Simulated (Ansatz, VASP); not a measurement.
**Ge in VASP and in Ansatz**

```xyz
4
Lattice="3.9976 0.0000 0.0000 -1.9988 3.4620 0.0000 0.0000 0.0000 6.5994" Properties=species:S:1:pos:R:3 pbc="T T T"
Ge    1.9988    1.1540    0.4151
Ge    0.0000    2.3080    3.7148
Ge    1.9988    1.1540    2.8846
Ge    0.0000    2.3080    6.1843
```

Alike in both runs: functional r2SCAN; k mesh 12 × 12 × 6; occupations gaussian, width 0.01 eV; no spin polarisation.

Ansatz relaxed the structure, and its values are those at the end. VASP's run is a single point on that final structure, the one shown.

```csv
,VASP,Ansatz
version,VASP 6.6.1,Ansatz 0.2.0
potentials or method,"VASP PAW PBE potentials, release 64 (Ge_d), cutoff 520 eV","scalar-relativistic, plane waves, PAW"
valence electrons in the cell,56,56
```

Ansatz gave:

| Item | Value |
| --- | --- |
| gap on the k mesh at the Fermi level (eV) | 0.09 |
| least direct gap on the mesh (eV) | 0.09 |
| pressure (GPa) | 0.0 |
| rms of the force components (eV/Å) | 0.001 |

Q: Estimate VASP's values.

A: gap on the k mesh at the Fermi level (eV): 0.06; least direct gap on the mesh (eV): 0.06; pressure (GPa): 0.0; rms of the force components (eV/Å): 0.005.

VASP's potentials were made for PBE, not for r2SCAN. With one functional, cell and mesh, what is left measures potentials, basis and numerics. Ansatz's warnings: stress scf threshold loose.
